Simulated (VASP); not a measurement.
# Cd3Te2 (R-3m) in VASP: single point with PBE

Aim: the single point of Cd3Te2 with PBE.

All numbers are computed with VASP 6.6.1; they aren't measurements. Logs are shortened: lines on timing, memory, paths and dates and some standing lists are left out, and cuts for length are marked.

### Step 1. The cell of the first run

The structure is trigonal, space group R-3m (No. 166). Conventional cell: a = 4.337 Å, b = 4.337 Å, c = 26.338 Å, α = 90.00°, β = 90.00°, γ = 120.00°. Within 4.0 Å of Cd (site symmetry 3m) lie 3 Te at 3.03 Å and 3 Cd at 3.11 Å. Cd (site symmetry -3m) has 6 Te at 3.06 Å within 4.0 Å. Te (site symmetry 3m) has 6 Cd at 3.03 to 3.06 Å within 4.0 Å.

### Step 2. Single point, PBE

Input file INCAR:

```
ALGO     = Fast           # electronic algorithm
EDIFF    = 1E-6           # SCF threshold, eV
ENCUT    = 520            # plane-wave cutoff, eV
GGA      = PE             # functional
ISIF     = 2              # what is computed and relaxed
ISMEAR   = 0              # smearing method
LASPH    = True           # aspherical terms in the spheres
LCHARG   = False          # write CHGCAR
LREAL    = False          # projectors in reciprocal space
LWAVE    = False          # write WAVECAR
NBANDS   = 32             # bands
NELM     = 80             # most SCF steps
PREC     = Accurate       # precision mode
SIGMA    = 0.1            # smearing width, eV
```

Input file KPOINTS:

```
k-points
0
Gamma
  12 12 12
```

Input file POSCAR:

```
Cd3Te2
1.0
    2.1684721131      1.2519679583      8.7791870311
   -2.1684721131      1.2519679583      8.7791870311
    0.0000000000     -2.5039359165      8.7791870311
Cd Te
3 2
Direct
    0.7983064900      0.7983064900      0.7983064900
    0.2016935100      0.2016935100      0.2016935100
    0.0000000000      0.0000000000      0.0000000000
    0.4002605867      0.4002605867      0.4002605867
    0.5997394133      0.5997394133      0.5997394133
```

Potentials or basis: VASP PAW PBE potentials, release 64 (Cd, Te).

On the command line:

```console
$ cat potpaw_PBE.64/Cd/POTCAR potpaw_PBE.64/Te/POTCAR > POTCAR
$ mpirun -np 1 vasp_std > vasp.out
```

OUTCAR:

```text
EDIFF = 1E-6
   ENCUT = 520
   GGA = PE
   ISIF = 2
   ISMEAR = 0
   LASPH = True
   LREAL = False
   NELM = 80
   PREC = Accurate

 ion  position               nearest neighbor table
   1  0.798  0.798  0.798-   4 3.03   4 3.03   4 3.03   2 3.11   2 3.11   2 3.11
   2  0.202  0.202  0.202-   5 3.03   5 3.03   5 3.03   1 3.11   1 3.11   1 3.11
   3  0.000  0.000  0.000-   5 3.06   5 3.06   4 3.06   4 3.06   5 3.06   4 3.06
   4  0.400  0.400  0.400-   1 3.03   1 3.03   1 3.03   3 3.06   3 3.06   3 3.06
   5  0.600  0.600  0.600-   2 3.03   2 3.03   2 3.03   3 3.06   3 3.06   3 3.06

  LATTYP: Found a trigonal (rhomboedric) cell.
 ALAT       =     9.1292836521
 COS(alpha) =     0.8871596885

  Lattice vectors:

 A1 = (   2.1684721131,   1.2519679583,   8.7791870311)
 A2 = (  -2.1684721131,   1.2519679583,   8.7791870311)
 A3 = (   0.0000000000,  -2.5039359165,   8.7791870311)

Analysis of symmetry for initial positions (statically):
=====================================================================
 Subroutine PRICEL returns:
 Original cell was already a primitive cell.

 Routine SETGRP: Setting up the symmetry group for a
 trigonal (rhombohedral) supercell.

 Subroutine GETGRP returns: Found 12 space group operations
 (whereof 12 operations were pure point group operations)
 out of a pool of 12 trial point group operations.

The static configuration has the point symmetry D_3d.

Analysis of symmetry for dynamics (positions and initial velocities):
=====================================================================
 Subroutine PRICEL returns:
 Original cell was already a primitive cell.

 Routine SETGRP: Setting up the symmetry group for a
 trigonal (rhombohedral) supercell.

 Subroutine GETGRP returns: Found 12 space group operations
 (whereof 12 operations were pure point group operations)
 out of a pool of 12 trial point group operations.

The dynamic configuration has the point symmetry D_3d.

 Subroutine INISYM returns: Found 12 space group operations
 (whereof 12 operations are pure point group operations),
 and found     1 'primitive' translations

----------------------------------------------------------------------------------------

                                     Primitive cell

  volume of cell :     143.0055

  direct lattice vectors                    reciprocal lattice vectors
[... 82 lines left out ...]
   NGXF,Y,Z  is equivalent  to a cutoff of  25.49, 25.49, 25.49 a.u.
 SYSTEM =  unknown system
   PREC   = accura    normal or accurate (medium, high low for compatibility)
   ISTART =      0    job   : 0-new  1-cont  2-samecut
   ICHARG =      2    charge: 1-file 2-atom 10-const
   ISPIN  =      1    spin polarized calculation?
   LNONCOLLINEAR =      F non collinear calculations
   LSORBIT =      F    spin-orbit coupling
   LASPH  =      T    aspherical Exc in radial PAW
   ENCUT  =  520.0 eV  38.22 Ry    6.18 a.u.  16.97 16.97 16.97*2*pi/ulx,y,z
   NELM   =     80;   NELMIN=  2; NELMDL= -5     # of ELM steps
   EDIFF  = 0.1E-05   stopping-criterion for ELM
   LREAL  =      F    real-space projection
[... 7 lines left out ...]
   TEBEG  =    0.0;   TEEND  =   0.0 temperature during run
   PSTRESS=    0.0 pullay stress
   NELECT =      48.0000    total number of electrons
   NUPDOWN=      -1.0000    fix difference up-down
   EMIN   =  10.00;   EMAX   =-10.00  energy-range for DOS
   EFERMI =   0.00;   METHOD = LEGACY
   ISMEAR =     0;   SIGMA  =   0.10  broadening in eV -4-tet -1-fermi 0-gaus
   EFERMI_NEDOS =   21; number of points for ismear=-14 and -15
   IALGO  =     68    algorithm
   IMIX   =      4    mixing-type and parameters
     AMIX     =   0.40;   BMIX     =  1.00
     AMIX_MAG =   1.60;   BMIX_MAG =  1.00
  volume/ion in A,a.u.               =      28.60       193.01
  Fermi-wavevector in a.u.,A,eV,Ry     =   1.137726  2.149991 17.611661  1.294421
  Thomas-Fermi vector in A             =   2.274431
   LORBIT       =      0    0 simple, 1 ext, 2 COOP (PROOUT), +10 PAW based schemes
   GGA     = PE    functional components
   LHFCALC =     F    Hartree Fock is set to
   AEXX    =    0.0000 exact exchange contribution
   IVDW    =     0    specifies the selected vdW correction
   LEPSILON=     F    determine dielectric tensor
   LRPA    =     F    only Hartree local field effects (RPA)
 non-spin polarized calculation
 RMM-DIIS sequential band-by-band and
 Gauss-broadening in eV      SIGMA  =   0.10
  energy-cutoff  :      520.00
  volume of cell :      143.01
 maximum number of plane-waves:      3878
 NGX is ok and might be reduce to    70
   NGX = 33   NGY = 33   NGZ = 33

 number of electron      48.0000001 magnetization

 Free energy of the ion-electron system (eV)
  ---------------------------------------------------
  ext. energy  EPLUGINS =         0.00000000
  ---------------------------------------------------
  free energy    TOTEN  =        -9.48092832 eV

  energy without entropy =       -9.47346482  energy(sigma->0) =       -9.47719657

 E-fermi :   3.4944     XC(G=0):  -9.6554

 val. band max:        3.4941778250   @ k =  -0.4167  -0.4167   0.3333
 cond. band min:       3.4958517744   @ k =   0.3333   0.3333   0.1667
 fundamental gap:      0.0016739494
 Fermi energy:         3.4944307628

 k-point     1 :       0.0000    0.0000    0.0000
  band No.  band energies     occupation
      1      -8.1760      2.00000
      2      -7.5771      2.00000
      3      -5.3106      2.00000
      4      -5.3106      2.00000
      5      -5.1061      2.00000
      6      -5.0659      2.00000
[... 829 lines left out ...]
     31       9.2398      0.00000
     32      10.8401      0.00000

 [... further k-points ...]
[... 5 lines left out ...]
  --------------------------------------------------------------------------------------
  -------------------------------------------------------------------------------------
  Total        0.1640541      0.1640541      0.1490966      0.0000000      0.0000000      0.0000000
  in kB        1.8379986      1.8379986      1.6704204      0.0000000      0.0000000      0.0000000
  external PRESSURE =       1.7821392 kB  Pullay stress =       0.0000000 kB

 VOLUME and BASIS-vectors are now :
 -----------------------------------------------------------------------------
  energy-cutoff  :      520.00
  volume of cell :      143.01
      direct lattice vectors                 reciprocal lattice vectors
     2.168472113  1.251967958  8.779187031     0.230577095  0.133123748  0.037968588
    -2.168472113  1.251967958  8.779187031    -0.230577095  0.133123748  0.037968588
     0.000000000 -2.503935917  8.779187031     0.000000000 -0.266247495  0.037968588

 POSITION                                       TOTAL-FORCE (eV/Angst)
 -----------------------------------------------------------------------------------
      0.00000      0.00000     21.02545         0.000000      0.000000      0.002947
      0.00000      0.00000      5.31212         0.000000     -0.000000     -0.002947
      0.00000      0.00000      0.00000         0.000000      0.000000     -0.000000
      0.00000      0.00000     10.54189         0.000000     -0.000000     -0.000362
      0.00000      0.00000     15.79567         0.000000      0.000000      0.000362
 -----------------------------------------------------------------------------------
    total drift:                                0.000000      0.000000     -0.000000

  FREE ENERGIE OF THE ION-ELECTRON SYSTEM (eV)
  ---------------------------------------------------
  free  energy   TOTEN  =        -9.4809283214 eV

  energy  without entropy=       -9.4734648189  energy(sigma->0) =       -9.47719657
```

Run time: 45 min. Hardware: 1 thread of AMD EPYC 9R45 (Zen 5), shared host; peak memory 1.2 GiB.

Results:

```yaml
Free_energy: -9.4809 eV
Pressure: 0.2 GPa
Band_gap_on_the_k_mesh: zero (bands 24 and 25 overlap by 1.10 eV)
```

Forces on the atoms (eV/Å):
```
Cd   0.000  0.000  0.003
Cd   0.000  0.000 -0.003
Cd   0.000  0.000  0.000
Te   0.000  0.000  0.000
Te   0.000  0.000  0.000
```

Levels at points of the mesh, in eV from the Fermi level:
```tsv
k point	band 21	band 22	band 23	band 24	band 25	band 26	band 27	band 28
(0.00, 0.00, 0.00)	-0.65	-0.65	-0.46	-0.46	2.22	2.63	4.33	4.33
(0.50, 0.00, 0.00)	-2.66	-1.85	-1.23	-0.92	0.36	1.33	2.28	4.11
(0.50, 0.50, 0.00)	-2.45	-2.08	-1.05	-0.89	-0.84	2.00	2.41	3.02
(0.50, 0.50, 0.50)	-0.66	-0.45	-0.45	0.20	0.75	2.65	3.76	3.76
```

Caveat: spin-orbit coupling is left out, which moves the levels of the heavy elements.
